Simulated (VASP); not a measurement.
ZrTiTe: single point with PBE

Crystal: ZrTiTe.

```
CELL_PARAMETERS angstrom
4.05753 0.00000 0.00000
0.00000 4.05753 0.00000
0.00000 0.00000 8.97691
ATOMIC_POSITIONS crystal
Zr 0.50000 0.00000 0.25044
Zr 0.00000 0.50000 0.74956
Ti 0.50000 0.00000 0.56578
Ti 0.00000 0.50000 0.43422
Te 0.00000 0.00000 0.00000
Te 0.50000 0.50000 0.00000
```

```yaml
Program: VASP 6.6.1
Task: single point
Functional: PBE
Potentials_or_basis: VASP PAW PBE potentials, release 64 (Zr_sv, Ti_sv, Te)
Cutoff: 550 eV
k_mesh: 10 × 10 × 4
Occupations: gaussian, width 0.1 eV
Spin: no spin polarisation
Dipole_correction: no
Second_try: not_converged
Further_INCAR_settings: ALGO = All; EDIFF = 1e-06; NBANDS = 39
```

| Quantity | Value |
| --- | --- |
| Pressure | 0.0 GPa |
| Largest force | 0.003 eV/Å |
| Band gap on the k mesh | zero (bands 30 and 31 overlap by 0.19 eV) |

Forces in eV/Å, atoms in the order of the input:
```
Zr   0.000  0.000 -0.003
Zr   0.000  0.000  0.003
Ti   0.000  0.000  0.003
Ti   0.000  0.000 -0.003
Te   0.000  0.000  0.000
Te   0.000  0.000  0.000
```

Levels at points of the mesh, in eV from the Fermi level:
```tsv
k point	band 27	band 28	band 29	band 30	band 31	band 32	band 33	band 34
(0.00, 0.00, 0.00)	-0.70	-0.19	-0.19	0.01	0.87	0.87	0.98	1.35
(0.50, 0.00, 0.00)	-0.91	-0.91	-0.22	-0.22	0.37	0.37	0.45	0.45
(0.50, 0.50, 0.00)	-0.71	-0.71	-0.70	-0.70	0.86	0.86	0.89	0.89
(0.00, 0.00, 0.50)	-0.49	0.01	0.02	0.02	0.06	0.35	0.35	1.08
(0.50, 0.00, 0.50)	-0.71	-0.71	-0.44	-0.44	0.07	0.07	0.69	0.69
(0.50, 0.50, 0.50)	-0.64	-0.64	-0.13	-0.13	0.89	0.89	0.93	0.93
```

Run time: 2.6 min on 4 MPI ranks on Intel(R) Xeon(R) 6975P-C (Granite Rapids), on a shared host, peak memory 0.83 GiB a rank.

Caveat: spin-orbit coupling is left out, which moves the levels of the heavy elements.
